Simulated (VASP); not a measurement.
SnSe2, 3 atoms in the cell. The structure is cubic, space group Fm-3m (No. 225). Conventional cell: a = 6.814 Å, b = 6.814 Å, c = 6.814 Å, α = 90.00°, β = 90.00°, γ = 90.00°. Within 3.9 Å of Sn (site symmetry m-3m) lie 8 Se at 2.95 Å. Within 3.9 Å of Se (site symmetry -43m) lie 4 Sn at 2.95 Å and 6 Se at 3.41 Å. 

```yaml
Program: VASP 6.6.1
Task: single point
Functional: PBEsol
Potentials_or_basis: VASP PAW PBE potentials, release 64 (Sn_d, Se)
Cutoff: 520 eV
k_mesh: 4 × 4 × 4
Occupations: methfessel-paxton, width 0.05 eV
Spin: no spin polarisation
Dipole_correction: no
Further_INCAR_settings: ALGO = Normal; EDIFF = 1e-07; NBANDS = 20
```

Potentials or basis: VASP PAW PBE potentials, release 64 (Sn_d, Se).

Launch:

```console
$ cat potpaw_PBE.64/Sn_d/POTCAR potpaw_PBE.64/Se/POTCAR > POTCAR
$ mpirun -np 1 vasp_std > vasp.out
```

Hardware: 1 thread of Intel(R) Xeon(R) Platinum 8481C CPU @ 2.70GHz (Sapphire Rapids) (shared host).

Question: How long does it take, and how much memory?

Answer: Run time: 8.4 s on 1 thread of Intel(R) Xeon(R) Platinum 8481C CPU @ 2.70GHz (Sapphire Rapids) (shared host), peak memory 0.2 GiB. Counts: scf iterations 14, k points 8.
